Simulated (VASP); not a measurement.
# BaS (F-43m) in VASP: further runs

The runs below take BaS through single point, with r2SCAN, PBE.

Everything below comes from runs of VASP 6.6.1. Logs are shortened: lines on timing, memory, paths and dates and some standing lists are left out, and cuts for length are marked.

**1. The cell of the first run**

It takes space group F-43m (No. 216, cubic). Conventional cell: a = 7.039 Å, b = 7.039 Å, c = 7.039 Å, α = 90.00°, β = 90.00°, γ = 90.00°. Ba (site symmetry -43m) has 4 S at 3.05 Å within 4.0 Å. S (site symmetry -43m) has 4 Ba at 3.05 Å within 4.0 Å.

**2. Single point, r2SCAN**

The input, POSCAR:

```
BaS
1.0
    0.0000000000      3.5194117709      3.5194117709
    3.5194117709      0.0000000000      3.5194117709
    3.5194117709      3.5194117709      0.0000000000
Ba S
1 1
Direct
    0.0000000000      0.0000000000      0.0000000000
    0.2500000000      0.2500000000      0.2500000000
```

The input, INCAR.step1:

```
SYSTEM = BaS
ALGO = Normal ; EDIFF = 1E-4
ENCUT = 520 ; GGA = PE
ISMEAR = 0 ; LASPH = .True.
LCHARG = .False. ; LREAL = .False.
LWAVE = .True. ; NBANDS = 15
NELM = 80 ; PREC = Accurate
SIGMA = 0.01
```

The input, INCAR.step2:

```
SYSTEM = BaS
ALGO = Normal ; EDIFF = 1E-6
ENCUT = 520 ; ISIF = 2
ISMEAR = 0 ; ISTART = 1
LASPH = .True. ; LCHARG = .False.
LMIXTAU = .True. ; LREAL = .False.
LWAVE = .False. ; METAGGA = R2SCAN
NBANDS = 15 ; NELM = 80
PREC = Accurate ; SIGMA = 0.01
```

The input, KPOINTS:

```
k-points
0
Gamma
  4 4 4
  0 0 0
```

Potentials or basis: VASP PAW PBE potentials, release 64 (Ba_sv, S).

Run with:

```console
> cat potpaw_PBE.64/Ba_sv/POTCAR potpaw_PBE.64/S/POTCAR > POTCAR
> cp INCAR.step1 INCAR
> mpirun -np 1 vasp_std > vasp.out
> cp INCAR.step2 INCAR
> mpirun -np 1 vasp_std > vasp.out
```

OUTCAR:

```text
SYSTEM = BaS
   EDIFF = 1E-6
   ENCUT = 520
   ISIF = 2
   ISMEAR = 0
   ISTART = 1
   LASPH = .True.
   LREAL = .False.
   METAGGA = R2SCAN
   NELM = 80
   PREC = Accurate

 ion  position               nearest neighbor table
   1  0.000  0.000  0.000-   2 3.05   2 3.05   2 3.05   2 3.05
   2  0.250  0.250  0.250-   1 3.05   1 3.05   1 3.05   1 3.05

  LATTYP: Found a face centered cubic cell.
 ALAT       =     7.0388235418

  Lattice vectors:

 A1 = (   0.0000000000,   3.5194117709,   3.5194117709)
 A2 = (   3.5194117709,   0.0000000000,   3.5194117709)
 A3 = (   3.5194117709,   3.5194117709,   0.0000000000)

Analysis of symmetry for initial positions (statically):
=====================================================================
 Subroutine PRICEL returns:
 Original cell was already a primitive cell.

 Routine SETGRP: Setting up the symmetry group for a
 face centered cubic supercell.

 Subroutine GETGRP returns: Found 24 space group operations
 (whereof 24 operations were pure point group operations)
 out of a pool of 48 trial point group operations.

The static configuration has the point symmetry T_d .

Analysis of symmetry for dynamics (positions and initial velocities):
=====================================================================
 Subroutine PRICEL returns:
 Original cell was already a primitive cell.

 Routine SETGRP: Setting up the symmetry group for a
 face centered cubic supercell.

 Subroutine GETGRP returns: Found 24 space group operations
 (whereof 24 operations were pure point group operations)
 out of a pool of 48 trial point group operations.

The dynamic configuration has the point symmetry T_d .

 Subroutine INISYM returns: Found 24 space group operations
 (whereof 24 operations are pure point group operations),
 and found     1 'primitive' translations

----------------------------------------------------------------------------------------

                                     Primitive cell

  volume of cell :      87.1847

  direct lattice vectors                    reciprocal lattice vectors
     0.000000000  3.519411771  3.519411771    -0.142069196  0.142069196  0.142069196
     3.519411771  0.000000000  3.519411771     0.142069196 -0.142069196  0.142069196
     3.519411771  3.519411771  0.000000000     0.142069196  0.142069196 -0.142069196

  length of vectors
     4.977199858  4.977199858  4.977199858     0.246071065  0.246071065  0.246071065

  position of ions in fractional coordinates (direct lattice)
     0.000000000  0.000000000  0.000000000
     0.250000000  0.250000000  0.250000000

  ion indices of the primitive-cell ions
   primitive index   ion index
                 1           1
                 2           2

----------------------------------------------------------------------------------------

 KPOINTS: k-points

Automatic generation of k-mesh.
 Grid dimensions read from file:
 generate k-points for:    4    4    4

 Generating k-lattice:

  Cartesian coordinates                     Fractional coordinates (reciprocal lattice)
    -0.035517299  0.035517299  0.035517299     0.250000000  0.000000000  0.000000000
     0.035517299 -0.035517299  0.035517299     0.000000000  0.250000000  0.000000000
     0.035517299  0.035517299 -0.035517299     0.000000000  0.000000000  0.250000000

  Length of vectors
     0.061517766  0.061517766  0.061517766

  Shift w.r.t. Gamma in fractional coordinates (k-lattice)
     0.000000000  0.000000000  0.000000000

 Subroutine IBZKPT returns following result:
 ===========================================

 Found      8 irreducible k-points:

 Following reciprocal coordinates:
            Coordinates               Weight
  0.000000  0.000000  0.000000      1.000000
  0.250000  0.000000  0.000000      8.000000
  0.500000  0.000000  0.000000      4.000000
  0.250000  0.250000  0.000000      6.000000
  0.500000  0.250000  0.000000     24.000000
 -0.250000  0.250000  0.000000     12.000000
  0.500000  0.500000  0.000000      3.000000
 -0.250000  0.500000  0.250000      6.000000
   k-points           NKPTS =      8   k-points in BZ     NKDIM =      8   number of bands    NBANDS=     15
   number of dos      NEDOS =    301   number of ions     NIONS =      2
   total plane-waves  NPLWV =  64000
   dimension x,y,z NGX =    40 NGY =   40 NGZ =   40
   dimension x,y,z NGXF=    80 NGYF=   80 NGZF=   80
   ions per type =               1   1
   NGX,Y,Z   is equivalent  to a cutoff of  13.36, 13.36, 13.36 a.u.
   NGXF,Y,Z  is equivalent  to a cutoff of  26.72, 26.72, 26.72 a.u.
 SYSTEM =  BaS
   PREC   = accura    normal or accurate (medium, high low for compatibility)
   ISTART =      1    job   : 0-new  1-cont  2-samecut
   ICHARG =      0    charge: 1-file 2-atom 10-const
   ISPIN  =      1    spin polarized calculation?
   LNONCOLLINEAR =      F non collinear calculations
   LSORBIT =      F    spin-orbit coupling
   LASPH  =      T    aspherical Exc in radial PAW
   ENCUT  =  520.0 eV  38.22 Ry    6.18 a.u.   9.25  9.25  9.25*2*pi/ulx,y,z
   NELM   =     80;   NELMIN=  2; NELMDL=  0     # of ELM steps
   EDIFF  = 0.1E-05   stopping-criterion for ELM
   LREAL  =      F    real-space projection
   EDIFFG = 0.1E-04   stopping-criterion for IOM
   NSW    =      0    number of steps for IOM
   IBRION =     -1    ionic relax: 0-MD 1-quasi-New 2-CG
   NFREE  =      0    steps in history (QN), initial steepest desc. (CG)
   ISIF   =      2    stress and relaxation
   ISYM   =      2    0-nonsym 1-usesym 2-fastsym
   POTIM  = 0.5000    time-step for ionic-motion
   TEBEG  =    0.0;   TEEND  =   0.0 temperature during run
   PSTRESS=    0.0 pullay stress
   NELECT =      16.0000    total number of electrons
   NUPDOWN=      -1.0000    fix difference up-down
   EMIN   =  10.00;   EMAX   =-10.00  energy-range for DOS
   EFERMI =   0.00;   METHOD = LEGACY
   ISMEAR =     0;   SIGMA  =   0.01  broadening in eV -4-tet -1-fermi 0-gaus
   EFERMI_NEDOS =   21; number of points for ismear=-14 and -15
   IALGO  =     38    algorithm
   IMIX   =      4    mixing-type and parameters
     AMIX     =   0.40;   BMIX     =  1.00
     AMIX_MAG =   1.60;   BMIX_MAG =  1.00
  volume/ion in A,a.u.               =      43.59       294.18
  Fermi-wavevector in a.u.,A,eV,Ry     =   0.930325  1.758060 11.775908  0.865505
  Thomas-Fermi vector in A             =   2.056702
   LORBIT       =      0    0 simple, 1 ext, 2 COOP (PROOUT), +10 PAW based schemes
   METAGGA = R2SCAN    functional components
   LHFCALC =     F    Hartree Fock is set to
   AEXX    =    0.0000 exact exchange contribution
   IVDW    =     0    specifies the selected vdW correction
   LEPSILON=     F    determine dielectric tensor
   LRPA    =     F    only Hartree local field effects (RPA)
 non-spin polarized calculation
 Gauss-broadening in eV      SIGMA  =   0.01
  energy-cutoff  :      520.00
  volume of cell :       87.18
 maximum number of plane-waves:      2397
 NGX is ok and might be reduce to    40
   NGX = 19   NGY = 19   NGZ = 19

 number of electron      15.9999999 magnetization

 Free energy of the ion-electron system (eV)
  ---------------------------------------------------
  ext. energy  EPLUGINS =         0.00000000
  ---------------------------------------------------
  free energy    TOTEN  =       -38.61633957 eV

  energy without entropy =      -38.61633957  energy(sigma->0) =      -38.61633957

 E-fermi :  -0.3635     XC(G=0):  -7.6048

 val. band max:       -0.4200876895   @ k =  -0.2500   0.5000   0.2500
 cond. band min:       2.6628669386   @ k =   0.0000   0.0000   0.0000
 fundamental gap:      3.0829546281
 Fermi energy:        -0.3634779914

 k-point     1 :       0.0000    0.0000    0.0000
  band No.  band energies     occupation
      1     -27.2540      2.00000
      2     -12.0102      2.00000
      3     -12.0102      2.00000
      4     -12.0102      2.00000
      5     -10.7774      2.00000
      6      -1.1001      2.00000
      7      -1.1001      2.00000
      8      -1.1001      2.00000
      9       2.6629      0.00000
     10       5.1301      0.00000
     11       5.1301      0.00000
     12       7.0453      0.00000
     13       7.0453      0.00000
     14       7.0453      0.00000
     15      10.1893      0.00000

 k-point     2 :       0.2500    0.0000    0.0000
  band No.  band energies     occupation
      1     -27.2460      2.00000
      2     -12.4230      2.00000
      3     -12.0309      2.00000
      4     -12.0309      2.00000
      5     -10.3545      2.00000
      6      -1.1650      2.00000
      7      -0.9631      2.00000
      8      -0.9631      2.00000
      9       3.7371      0.00000
     10       4.8738      0.00000
     11       4.8738      0.00000
     12       6.4700      0.00000
     13       7.5037      0.00000
     14       7.5038      0.00000
     15       7.8462      0.00000

 k-point     3 :       0.5000    0.0000    0.0000
  band No.  band energies     occupation
      1     -27.2379      2.00000
      2     -12.7044      2.00000
      3     -12.0514      2.00000
      4     -12.0513      2.00000
      5     -10.0742      2.00000
      6      -1.0167      2.00000
      7      -0.8397      2.00000
      8      -0.8397      2.00000
      9       4.3288      0.00000
     10       5.3035      0.00000
     11       5.3035      0.00000
     12       5.4441      0.00000
     13       6.4820      0.00000
     14       6.4820      0.00000
     15       8.7415      0.00000
[... 55 lines left out ...]
 k-point     7 :       0.5000    0.5000    0.0000
  band No.  band energies     occupation
      1     -27.2326      2.00000
      2     -12.7986      2.00000
      3     -12.1118      2.00000
      4     -12.1118      2.00000
      5      -9.8744      2.00000
      6      -1.4979      2.00000
      7      -0.4276      2.00000
      8      -0.4276      2.00000
      9       3.2881      0.00000
     10       4.5669      0.00000
     11       6.4029      0.00000
     12       6.4029      0.00000
     13       6.5049      0.00000
     14       8.6594      0.00000
     15       9.1350      0.00000

 k-point     8 :      -0.2500    0.5000    0.2500
  band No.  band energies     occupation
      1     -27.2326      2.00000
      2     -12.7684      2.00000
      3     -12.1586      2.00000
      4     -12.1140      2.00000
      5      -9.8544      2.00000
      6      -1.0076      2.00000
      7      -0.9465      2.00000
      8      -0.4201      2.00000
      9       3.2540      0.00000
     10       4.2914      0.00000
     11       6.0313      0.00000
     12       6.4758      0.00000
     13       7.5791      0.00000
     14       8.6542      0.00000
     15       8.9856      0.00000

------------------------ aborting loop because EDIFF is reached ----------------------------------------

  FORCE on cell =-STRESS in cart. coord.  units (eV):
  Direction    XX          YY          ZZ          XY          YZ          ZX
  --------------------------------------------------------------------------------------
  -------------------------------------------------------------------------------------
  Total        0.2133714      0.2133714      0.2133714     -0.0000000     -0.0000000      0.0000000
  in kB        3.9210878      3.9210878      3.9210878     -0.0000000     -0.0000000      0.0000000
  external PRESSURE =       3.9210878 kB  Pullay stress =       0.0000000 kB

 VOLUME and BASIS-vectors are now :
 -----------------------------------------------------------------------------
  energy-cutoff  :      520.00
  volume of cell :       87.18
      direct lattice vectors                 reciprocal lattice vectors
     0.000000000  3.519411771  3.519411771    -0.142069196  0.142069196  0.142069196
     3.519411771  0.000000000  3.519411771     0.142069196 -0.142069196  0.142069196
     3.519411771  3.519411771  0.000000000     0.142069196  0.142069196 -0.142069196

 POSITION                                       TOTAL-FORCE (eV/Angst)
 -----------------------------------------------------------------------------------
      0.00000      0.00000      0.00000        -0.000000      0.000000     -0.000000
      1.75971      1.75971      1.75971         0.000000     -0.000000      0.000000
 -----------------------------------------------------------------------------------
    total drift:                                0.000000      0.000000      0.000000

  FREE ENERGIE OF THE ION-ELECTRON SYSTEM (eV)
  ---------------------------------------------------
  free  energy   TOTEN  =       -38.6163395749 eV

  energy  without entropy=      -38.6163395749  energy(sigma->0) =      -38.61633957
```

Wall time 55 s (1 thread of Intel Xeon 6975P-C (Granite Rapids), shared host); peak memory 0.25 GiB.

What came out:

* Free energy: -38.6163 eV
* Pressure: 0.4 GPa
* Band gap on the k mesh: 3.08 eV, indirect (least direct gap 3.67 eV)

Caveat: the PAW data sets were made with another functional, which shifts forces and pressure a little; spin-orbit coupling is left out, which moves the levels of the heavy elements.

**3. Single point, PBE**

The input, INCAR:

```
SYSTEM = BaS
PREC = Accurate
ENCUT = 520
EDIFF = 1E-6
ISMEAR = 0
SIGMA = 0.01
LREAL = .False.
LASPH = .True.
NELM = 60
ALGO = Normal
ISIF = 2
LWAVE = .False.
LCHARG = .False.
GGA = PE
NBANDS = 15
```

The input, KPOINTS:

```
Automatic mesh
0
Gamma
  6 6 6
  0 0 0
```

POSCAR is that of step 2.

Potentials or basis: VASP PAW PBE potentials, release 64 (Ba_sv, S).

Run with:

```console
> cat potpaw_PBE.64/Ba_sv/POTCAR potpaw_PBE.64/S/POTCAR > POTCAR
> mpirun -np 1 vasp_std > vasp.out
```

Run time: 21 s. Hardware: 1 thread of Intel Xeon 6975P-C (Granite Rapids), shared host; peak memory 0.23 GiB.

It converged, with:

```
Free energy            : -9.7338 eV
Pressure               : 0.4 GPa
Band gap on the k mesh : 2.76 eV, indirect (least direct gap 3.42 eV)
```

Levels at points of the mesh, in eV from the valence-band top:
```
           k point  band 4  band 5  band 6  band 7  band 8  band 9  band 10  band 11  band 12  band 13
(0.00, 0.00, 0.00)  -11.27   -9.91   -0.68   -0.68   -0.68    2.76     5.05     5.05     6.97     6.97
(0.50, 0.00, 0.00)  -11.31   -9.27   -0.60   -0.42   -0.42    4.44     5.24     5.24     5.44     6.37
(0.50, 0.50, 0.00)  -11.37   -9.09   -1.08   -0.01   -0.01    3.45     4.56     6.29     6.29     6.34
```

Caveat: spin-orbit coupling is left out, which moves the levels of the heavy elements.
